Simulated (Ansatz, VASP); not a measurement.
**Ca: VASP beside Ansatz**

```xyz
1
Lattice="-2.3706 2.2052 2.1961 2.3706 -2.2052 2.1961 2.3706 2.2052 -2.1961" Properties=species:S:1:pos:R:3 pbc="T T T"
Ca    0.0000    0.0000    2.1961
```

Change from the starting cell: strain +0.0750 x Voigt [1, 0, 0, 0, 0, 0], atoms carried along.

Alike in both runs: task single point; functional PBEsol; k mesh 16 × 16 × 16; occupations gaussian, width 0.15 eV; no spin polarisation.

|  | VASP | Ansatz |
| --- | --- | --- |
| version | VASP 6.6.1 | Ansatz 0.2.0 |
| potentials or method | VASP PAW PBE potentials, release 64 (Ca_sv), cutoff 520 eV | scalar-relativistic, plane waves, PAW |
| valence electrons in the cell | 10 | 10 |

|  | VASP | Ansatz | Ansatz less VASP |
| --- | --- | --- | --- |
| gap on the k mesh at the Fermi level (eV) | none | none | - |
| pressure (GPa) | -1.8 | -1.8 | -0.02 |
| traceless stress, the component that is largest in VASP (GPa) | 0.11 | 0.11 | 0.000 |

VASP's potentials were made for PBE, not for PBEsol. A gap of «none» marks a metal or a gap that the smearing closes.
